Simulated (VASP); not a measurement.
Input of a VASP 6.6.1 run:

The input INCAR:

```
SYSTEM = TaGe2N3
ALGO     = Normal         ! electronic algorithm
EDIFF    = 1E-6           ! SCF threshold, eV
ENCUT    = 520            ! plane-wave cutoff, eV
GGA      = PE             ! functional
ISIF     = 2              ! what is computed and relaxed
ISMEAR   = 0              ! smearing method
LASPH    = .TRUE.         ! aspherical terms in the spheres
LCHARG   = .FALSE.        ! write CHGCAR
LREAL    = .FALSE.        ! projectors in reciprocal space
LWAVE    = .FALSE.        ! write WAVECAR
NBANDS   = 36             ! bands
NELM     = 80             ! most SCF steps
PREC     = Accurate       ! precision mode
SIGMA    = 0.1            ! smearing width, eV
```

File KPOINTS:

```
k-points
0
G
  9 9 10
  0 0 0
```

POSCAR

```
TaGe2N3
1.0
    5.3877319670      0.0000000000      0.0000000000
   -2.6938659835      4.6659127522      0.0000000000
    0.0000000000      0.0000000000      3.7462929238
Ta Ge N
1 2 3
Direct
    0.0000000000      0.0000000000      0.0000000000
    0.3333333333      0.6666666667      0.0000000000
    0.6666666667      0.3333333333      0.0000000000
    0.3333333333      0.6666666667      0.5000000000
    0.6666666667      0.3333333333      0.5000000000
    0.0000000000      0.0000000000      0.5000000000
```

Potentials or basis: VASP PAW PBE potentials, release 64 (Ta_pv, Ge_d, N).

Launch:

```console
$ cat potpaw_PBE.64/Ta_pv/POTCAR potpaw_PBE.64/Ge_d/POTCAR potpaw_PBE.64/N/POTCAR > POTCAR
$ mpirun -np 1 vasp_std > vasp.out
```

**Question.** What does it give for the band gap on the k mesh?

**Answer.** Zero (bands 27 and 28 overlap by 0.83 eV).

**Question.** Predict the pressure.

**Answer.** 0.1 GPa.

Stress tensor (GPa, compression positive):
```
-0.13  0.00  0.00
 0.00 -0.13  0.00
 0.00  0.00  0.58
```

Caveat: spin-orbit coupling is left out, which moves the levels of the heavy elements.
